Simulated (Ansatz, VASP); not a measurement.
# Two plane-wave programs on Os

```
Os
1.0
     0.00000    1.94500    2.00335
     1.94500    0.00000    2.00335
     1.94500    1.94500    0.00000
Os
1
Direct
  0.00000 0.00000 0.00000
```

Change from the starting cell: zz strain of +3 %, PAW files.

Alike in both runs: task electric field gradients; functional PBE; k mesh 14 × 14 × 14; occupations fermi-dirac, width 0.05 eV; no spin polarisation.

```csv
,VASP,Ansatz
version,VASP 6.6.1,Ansatz 0.2.0
potentials or method,"VASP PAW PBE potentials, release 64 (Os)","PAW with Ansatz's default frozen-core files, scalar-relativistic"
plane-wave cutoff (eV),520,420
valence electrons in the cell,8,16
```

Ansatz gave:

- pressure (GPa): -18.7
- traceless stress, the component that is largest in VASP (GPa): -5.29
- size of Vzz on the site where it differs most (V/Å²): 4.3

Which values does VASP return?

Pressure (GPa): -19.1; traceless stress, the component that is largest in VASP (GPa): -5.23; size of Vzz on the site where it differs most (V/Å²): 8.0.

VASP's potentials hold 8 valence electrons a cell and Ansatz's 16, so a difference there can come from the potentials and not from the codes.

Spin-orbit coupling is off throughout.
